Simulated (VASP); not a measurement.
# Ta2W (P6/mmm) in VASP: notebook

The runs below take Ta2W through single point, with r2SCAN.

Everything below comes from runs of VASP 6.6.1. Logs are shortened: lines on timing, memory, paths and dates and some standing lists are left out, and cuts for length are marked.

**1. The cell of the first run**

Symmetry: P6/mmm, No. 191, hexagonal system. The conventional cell has a = 3.672 Å, b = 3.672 Å, c = 3.965 Å, α = 90.00°, β = 90.00°, γ = 120.00°. Within 3.0 Å of Ta (site symmetry -6m2) lie 3 Ta at 2.12 Å and 6 W at 2.90 Å. W (site symmetry 6/mmm) has 12 Ta at 2.90 Å and 6 W at 3.67 Å within 3.8 Å.

**2. Single point, r2SCAN**

File POSCAR:

```
Ta2W
1.0
    3.6718804478      0.0000000000      0.0000000000
   -1.8359402239      3.1799417474      0.0000000000
    0.0000000000      0.0000000000      3.9646549685
Ta W
2 1
Direct
    0.3333333333      0.6666666667      0.5000000000
    0.6666666667      0.3333333333      0.5000000000
    0.0000000000      0.0000000000      0.0000000000
```

File INCAR.step1:

```
SYSTEM = Ta2W
PREC     = Accurate       ! precision mode
ENCUT    = 520            ! plane-wave cutoff, eV
ISMEAR   = 0              ! smearing method
SIGMA    = 0.1            ! smearing width, eV
LREAL    = .False.        ! projectors in reciprocal space
LASPH    = .True.         ! aspherical terms in the spheres
NELM     = 60             ! most SCF steps
NBANDS   = 25             ! bands
GGA      = PE             ! functional
ALGO     = Normal         ! electronic algorithm
EDIFF    = 1E-4           ! SCF threshold, eV
LWAVE    = .True.         ! write WAVECAR
LCHARG   = .False.        ! write CHGCAR
```

File INCAR.step2:

```
SYSTEM = Ta2W
PREC     = Accurate       ! precision mode
ENCUT    = 520            ! plane-wave cutoff, eV
EDIFF    = 1E-7           ! SCF threshold, eV
ISMEAR   = 0              ! smearing method
SIGMA    = 0.1            ! smearing width, eV
LREAL    = .False.        ! projectors in reciprocal space
LASPH    = .True.         ! aspherical terms in the spheres
NELM     = 60             ! most SCF steps
ALGO     = Normal         ! electronic algorithm
ISIF     = 2              ! what is computed and relaxed
LWAVE    = .False.        ! write WAVECAR
LCHARG   = .False.        ! write CHGCAR
METAGGA  = R2SCAN         ! meta-GGA
LMIXTAU  = .True.       
NBANDS   = 25             ! bands
ISTART   = 1
```

File KPOINTS:

```
regular mesh
0
Gamma
  6 6 4
  0 0 0
```

Potentials or basis: VASP PAW PBE potentials, release 64 (Ta_pv, W_sv).

On the command line:

```bash
> cat potpaw_PBE.64/Ta_pv/POTCAR potpaw_PBE.64/W_sv/POTCAR > POTCAR
> cp INCAR.step1 INCAR
> mpirun -np 1 vasp_std > vasp.out
> cp INCAR.step2 INCAR
> mpirun -np 1 vasp_std > vasp.out
```

OUTCAR:

```text
SYSTEM = Ta2W
   PREC = Accurate
   ENCUT = 520
   EDIFF = 1E-7
   ISMEAR = 0
   LREAL = .False.
   LASPH = .True.
   NELM = 60
   ISIF = 2
   METAGGA = R2SCAN
   ISTART = 1

 ion  position               nearest neighbor table
   1  0.333  0.667  0.500-   2 2.12   2 2.12   2 2.12   3 2.90   3 2.90   3 2.90   3 2.90   3 2.90
                             3 2.90
   2  0.667  0.333  0.500-   1 2.12   1 2.12   1 2.12   3 2.90   3 2.90   3 2.90   3 2.90   3 2.90
                             3 2.90
   3  0.000  0.000  0.000-   1 2.90   2 2.90   1 2.90   2 2.90   1 2.90   1 2.90   2 2.90   2 2.90
                             2 2.90   2 2.90   1 2.90   1 2.90

  LATTYP: Found a hexagonal cell.
 ALAT       =     3.6718804478
 C/A-ratio  =     1.0797342193

  Lattice vectors:

 A1 = (   3.6718804478,   0.0000000000,   0.0000000000)
 A2 = (  -1.8359402239,   3.1799417474,   0.0000000000)
 A3 = (   0.0000000000,   0.0000000000,   3.9646549685)

Analysis of symmetry for initial positions (statically):
=====================================================================
 Subroutine PRICEL returns:
 Original cell was already a primitive cell.

 Routine SETGRP: Setting up the symmetry group for a
 hexagonal supercell.

 Subroutine GETGRP returns: Found 24 space group operations
 (whereof 24 operations were pure point group operations)
 out of a pool of 24 trial point group operations.

The static configuration has the point symmetry D_6h.

Analysis of symmetry for dynamics (positions and initial velocities):
=====================================================================
 Subroutine PRICEL returns:
 Original cell was already a primitive cell.

 Routine SETGRP: Setting up the symmetry group for a
 hexagonal supercell.

 Subroutine GETGRP returns: Found 24 space group operations
 (whereof 24 operations were pure point group operations)
 out of a pool of 24 trial point group operations.

The dynamic configuration has the point symmetry D_6h.

 Subroutine INISYM returns: Found 24 space group operations
 (whereof 24 operations are pure point group operations),
 and found     1 'primitive' translations

----------------------------------------------------------------------------------------

                                     Primitive cell

  volume of cell :      46.2928

  direct lattice vectors                    reciprocal lattice vectors
     3.671880448  0.000000000  0.000000000     0.272340021  0.157235585  0.000000000
    -1.835940224  3.179941747  0.000000000     0.000000000  0.314471169  0.000000000
     0.000000000  0.000000000  3.964654969     0.000000000  0.000000000  0.252228758

  length of vectors
     3.671880448  3.671880448  3.964654969     0.314471169  0.314471169  0.252228758

  position of ions in fractional coordinates (direct lattice)
     0.333333333  0.666666667  0.500000000
     0.666666667  0.333333333  0.500000000
     0.000000000  0.000000000  0.000000000

  ion indices of the primitive-cell ions
   primitive index   ion index
                 1           1
                 2           2
                 3           3

----------------------------------------------------------------------------------------

 KPOINTS: regular mesh

Automatic generation of k-mesh.
 Grid dimensions read from file:
 generate k-points for:    6    6    4

 Generating k-lattice:

  Cartesian coordinates                     Fractional coordinates (reciprocal lattice)
     0.045390004  0.026205931  0.000000000     0.166666667  0.000000000  0.000000000
     0.000000000  0.052411862  0.000000000     0.000000000  0.166666667  0.000000000
     0.000000000  0.000000000  0.063057190     0.000000000  0.000000000  0.250000000

  Length of vectors
     0.052411862  0.052411862  0.063057190

  Shift w.r.t. Gamma in fractional coordinates (k-lattice)
     0.000000000  0.000000000  0.000000000

 Subroutine IBZKPT returns following result:
 ===========================================

 Found     21 irreducible k-points:

 Following reciprocal coordinates:
            Coordinates               Weight
  0.000000  0.000000  0.000000      1.000000
  0.166667  0.000000  0.000000      6.000000
  0.333333  0.000000  0.000000      6.000000
  0.500000  0.000000  0.000000      3.000000
  0.166667  0.166667  0.000000      6.000000
  0.333333  0.166667  0.000000     12.000000
[... 13 lines left out ...]
  0.333333  0.166667  0.500000     12.000000
  0.333333  0.333333  0.500000      2.000000
   k-points           NKPTS =     21   k-points in BZ     NKDIM =     21   number of bands    NBANDS=     25
   number of dos      NEDOS =    301   number of ions     NIONS =      3
   total plane-waves  NPLWV =  23520
   dimension x,y,z NGX =    28 NGY =   28 NGZ =   30
   dimension x,y,z NGXF=    56 NGYF=   56 NGZF=   60
   ions per type =               2   1
   NGX,Y,Z   is equivalent  to a cutoff of  12.68, 12.68, 12.58 a.u.
   NGXF,Y,Z  is equivalent  to a cutoff of  25.35, 25.35, 25.16 a.u.
 SYSTEM =  Ta2W
   PREC   = accura    normal or accurate (medium, high low for compatibility)
   ISTART =      1    job   : 0-new  1-cont  2-samecut
   ICHARG =      0    charge: 1-file 2-atom 10-const
   ISPIN  =      1    spin polarized calculation?
   LNONCOLLINEAR =      F non collinear calculations
   LSORBIT =      F    spin-orbit coupling
   LASPH  =      T    aspherical Exc in radial PAW
   ENCUT  =  520.0 eV  38.22 Ry    6.18 a.u.   6.83  6.83  7.37*2*pi/ulx,y,z
   NELM   =     60;   NELMIN=  2; NELMDL=  0     # of ELM steps
   EDIFF  = 0.1E-06   stopping-criterion for ELM
   LREAL  =      F    real-space projection
   EDIFFG = 0.1E-05   stopping-criterion for IOM
   NSW    =      0    number of steps for IOM
   IBRION =     -1    ionic relax: 0-MD 1-quasi-New 2-CG
   NFREE  =      0    steps in history (QN), initial steepest desc. (CG)
   ISIF   =      2    stress and relaxation
   ISYM   =      2    0-nonsym 1-usesym 2-fastsym
   POTIM  = 0.5000    time-step for ionic-motion
   TEBEG  =    0.0;   TEEND  =   0.0 temperature during run
   PSTRESS=    0.0 pullay stress
   NELECT =      36.0000    total number of electrons
   NUPDOWN=      -1.0000    fix difference up-down
   EMIN   =  10.00;   EMAX   =-10.00  energy-range for DOS
   EFERMI =   0.00;   METHOD = LEGACY
   ISMEAR =     0;   SIGMA  =   0.10  broadening in eV -4-tet -1-fermi 0-gaus
   EFERMI_NEDOS =   21; number of points for ismear=-14 and -15
   IALGO  =     38    algorithm
   IMIX   =      4    mixing-type and parameters
     AMIX     =   0.40;   BMIX     =  1.00
     AMIX_MAG =   1.60;   BMIX_MAG =  1.00
  volume/ion in A,a.u.               =      15.43       104.13
  Fermi-wavevector in a.u.,A,eV,Ry     =   1.505467  2.844921 30.836673  2.266432
  Thomas-Fermi vector in A             =   2.616312
   LORBIT       =      0    0 simple, 1 ext, 2 COOP (PROOUT), +10 PAW based schemes
   METAGGA = R2SCAN    functional components
   LHFCALC =     F    Hartree Fock is set to
   AEXX    =    0.0000 exact exchange contribution
   IVDW    =     0    specifies the selected vdW correction
   LEPSILON=     F    determine dielectric tensor
   LRPA    =     F    only Hartree local field effects (RPA)
 non-spin polarized calculation
 Gauss-broadening in eV      SIGMA  =   0.10
  energy-cutoff  :      520.00
  volume of cell :       46.29
 maximum number of plane-waves:      1262
 NGX is ok and might be reduce to    28
   NGX = 13   NGY = 13   NGZ = 15

 number of electron      35.9999995 magnetization

 Free energy of the ion-electron system (eV)
  ---------------------------------------------------
  ext. energy  EPLUGINS =         0.00000000
  ---------------------------------------------------
  free energy    TOTEN  =      -138.80792778 eV

  energy without entropy =     -138.79594558  energy(sigma->0) =     -138.80193668

 E-fermi :   8.4038     XC(G=0): -14.6034

 val. band max:        8.3735796588   @ k =   0.3333   0.0000   0.2500
 cond. band min:       8.4655943794   @ k =   0.1667   0.1667   0.0000
 fundamental gap:      0.0920147206
 Fermi energy:         8.4037977438

 k-point     1 :       0.0000    0.0000    0.0000
  band No.  band energies     occupation
      1     -67.7711      2.00000
      2     -31.3871      2.00000
      3     -31.3205      2.00000
      4     -31.3205      2.00000
      5     -29.6800      2.00000
      6     -29.6800      2.00000
[... 17 lines left out ...]
     24      12.0952      0.00000
     25      12.6157      0.00000

 k-point     2 :       0.1667    0.0000    0.0000
  band No.  band energies     occupation
      1     -67.7706      2.00000
      2     -31.3716      2.00000
      3     -31.3447      2.00000
      4     -31.3390      2.00000
      5     -29.7816      2.00000
      6     -29.4329      2.00000
[... 17 lines left out ...]
     24      12.8237      0.00000
     25      13.2349      0.00000

 k-point     3 :       0.3333    0.0000    0.0000
  band No.  band energies     occupation
      1     -67.7697      2.00000
      2     -31.3791      2.00000
      3     -31.3748      2.00000
      4     -31.3413      2.00000
      5     -29.9608      2.00000
      6     -28.8946      2.00000
[... 17 lines left out ...]
     24      13.8703      0.00000
     25      14.0927      0.00000

 k-point     4 :       0.5000    0.0000    0.0000
  band No.  band energies     occupation
      1     -67.7692      2.00000
      2     -31.4007      2.00000
      3     -31.3836      2.00000
      4     -31.3265      2.00000
      5     -30.0404      2.00000
      6     -28.5811      2.00000
[... 17 lines left out ...]
     24      14.4382      0.00000
     25      14.5001      0.00000
[... 393 lines left out ...]
 k-point    19 :       0.1667    0.1667    0.5000
  band No.  band energies     occupation
      1     -67.7697      2.00000
      2     -31.3927      2.00000
      3     -31.3753      2.00000
      4     -31.3275      2.00000
      5     -29.9769      2.00000
      6     -28.9688      2.00000
[... 17 lines left out ...]
     24      13.2713      0.00000
     25      15.0242      0.00000

 k-point    20 :       0.3333    0.1667    0.5000
  band No.  band energies     occupation
      1     -67.7689      2.00000
      2     -31.4589      2.00000
      3     -31.4056      2.00000
      4     -31.3444      2.00000
      5     -30.1278      2.00000
      6     -28.2428      2.00000
[... 17 lines left out ...]
     24      13.2291      0.00000
     25      15.0378      0.00000

 k-point    21 :       0.3333    0.3333    0.5000
  band No.  band energies     occupation
      1     -67.7686      2.00000
      2     -31.5242      2.00000
      3     -31.3825      2.00000
      4     -31.3825      2.00000
      5     -30.1716      2.00000
      6     -27.1562      2.00000
[... 17 lines left out ...]
     24      13.5116      0.00000
     25      15.4451      0.00000

------------------------ aborting loop because EDIFF is reached ----------------------------------------

  FORCE on cell =-STRESS in cart. coord.  units (eV):
  Direction    XX          YY          ZZ          XY          YZ          ZX
  --------------------------------------------------------------------------------------
  -------------------------------------------------------------------------------------
  Total       32.6995739     32.6995739      3.5493181      0.0000000     -0.0000000      0.0000000
  in kB     1131.7215385   1131.7215384    122.8407373      0.0000000     -0.0000000      0.0000000
  external PRESSURE =     795.4279381 kB  Pullay stress =       0.0000000 kB

 VOLUME and BASIS-vectors are now :
 -----------------------------------------------------------------------------
  energy-cutoff  :      520.00
  volume of cell :       46.29
      direct lattice vectors                 reciprocal lattice vectors
     3.671880448  0.000000000  0.000000000     0.272340021  0.157235585  0.000000000
    -1.835940224  3.179941747  0.000000000     0.000000000  0.314471169  0.000000000
     0.000000000  0.000000000  3.964654969     0.000000000  0.000000000  0.252228758

 POSITION                                       TOTAL-FORCE (eV/Angst)
 -----------------------------------------------------------------------------------
     -0.00000      2.11996      1.98233         0.000000     -0.000000      0.000000
      1.83594      1.05998      1.98233        -0.000000      0.000000     -0.000000
      0.00000      0.00000      0.00000        -0.000000      0.000000     -0.000000
 -----------------------------------------------------------------------------------
    total drift:                               -0.000000      0.000000     -0.000000

  FREE ENERGIE OF THE ION-ELECTRON SYSTEM (eV)
  ---------------------------------------------------
  free  energy   TOTEN  =      -138.8079277832 eV

  energy  without entropy=     -138.7959455819  energy(sigma->0) =     -138.80193668
```

Wall time 76 s (1 thread of AMD EPYC 7R13 (Zen 3), shared host); peak memory 0.15 GiB.

What came out:

```yaml
Free_energy: -138.8079 eV
Pressure: 79.5 GPa
Band_gap_on_the_k_mesh: zero (bands 18 and 19 overlap by 1.47 eV)
```

Stress tensor (GPa, compression positive):
```
113.17   0.00   0.00
  0.00 113.17   0.00
  0.00   0.00  12.28
```

Levels at points of the mesh, in eV from the Fermi level:
```tsv
k point	band 16	band 17	band 18	band 19	band 20	band 21
(0.00, 0.00, 0.00)	-1.70	-1.18	-1.18	-0.04	-0.04	2.40
(0.50, 0.00, 0.00)	-2.39	-2.24	-0.07	0.08	0.96	2.27
(0.00, 0.00, 0.50)	-2.72	-0.88	0.15	3.07	3.07	3.47
(0.50, 0.00, 0.50)	-1.61	-1.28	0.63	0.67	0.68	1.51
```

Caveat: the k points lie up to 0.40 Å⁻¹ apart, too coarse for converged energies and pressures of a metal; the PAW data sets were made with another functional, which shifts forces and pressure a little; spin-orbit coupling is left out, which moves the levels of the heavy elements.

(Part 1 of 2 ends here.)

The gap in the log of VASP goes by the Fermi energy; the results here count the filled bands.